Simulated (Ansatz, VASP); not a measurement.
InSb: VASP beside Ansatz

```
In Sb
1.0
     0.74918    3.49010    3.49010
     3.49010    0.74918    3.49010
     3.49010    3.49010    0.74918
In Sb
1 1
Direct
  0.00000 0.00000 0.00000
  0.50000 0.50000 0.50000
```

Alike in both runs: task single point; functional PBEsol; k mesh 16 × 16 × 16; occupations gaussian, width 0.15 eV; no spin polarisation.

|  | VASP | Ansatz |
| --- | --- | --- |
| version | VASP 6.6.1 | Ansatz 0.2.0 |
| potentials or method | VASP PAW PBE potentials, release 64 (In_d, Sb), cutoff 520 eV | scalar-relativistic, plane waves, PAW |
| valence electrons in the cell | 18 | 28 |

```tsv
	VASP	Ansatz	Ansatz less VASP
gap on the k mesh at the Fermi level (eV)	none	none	-
pressure (GPa)	-2.8	-2.8	+0.02
traceless stress, the component that is largest in VASP (GPa)	-1.42	-1.43	-0.012
```

VASP's potentials were made for PBE, not for PBEsol. A gap of «none» marks a metal or a gap that the smearing closes. VASP's potentials hold 18 valence electrons a cell and Ansatz's 28, so a difference there can come from the potentials and not from the codes.

Spin-orbit coupling is off throughout.
